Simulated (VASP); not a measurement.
A run of VASP 6.6.1 is set up as follows.

INCAR

```
PREC = Accurate
ENCUT = 520
EDIFF = 1E-6
ISMEAR = 0
SIGMA = 0.05
LREAL = False
LASPH = True
NELM = 60
ALGO = Normal
ISIF = 2
LWAVE = False
LCHARG = True
GGA = CA
LELF = True
LVHAR = True
NBANDS = 20
```

File KPOINTS:

```
regular mesh
0
Gamma
  12 12 4
```

Contents of POSCAR:

```
Al2O3
1.0
    2.9275898225      0.0000000000      0.0000000000
   -1.4637949113      2.5353671582      0.0000000000
    0.0000000000      0.0000000000      9.3367544600
Al O
2 3
Direct
    0.0000000000      0.0000000000      0.1499923300
    0.0000000000      0.0000000000      0.8500076700
    0.3333333333      0.6666666667      0.2223169200
    0.6666666667      0.3333333333      0.0000000000
    0.3333333333      0.6666666667      0.7776830800
```

Potentials or basis: VASP PAW LDA potentials, release 64 (Al, O).

Run with:

```console
$ cat potpaw_LDA.64/Al/POTCAR potpaw_LDA.64/O/POTCAR > POTCAR
$ mpirun -np 1 vasp_std > vasp.out
```

Q: Estimate the largest force.

A: 0.786 eV/Å.

Q: Estimate the band gap on the k mesh.

A: 4.35 eV, indirect (least direct gap 4.58 eV).

Forces on the atoms (eV/Å):
```
Al   0.000  0.000  0.300
Al   0.000  0.000 -0.300
O    0.000  0.000 -0.786
O    0.000  0.000  0.000
O    0.000  0.000  0.786
```

Caveat: the cell differs from its parent crystal (strain +0.015 along x and y, +0.000 along z). A k mesh can miss the band edges.
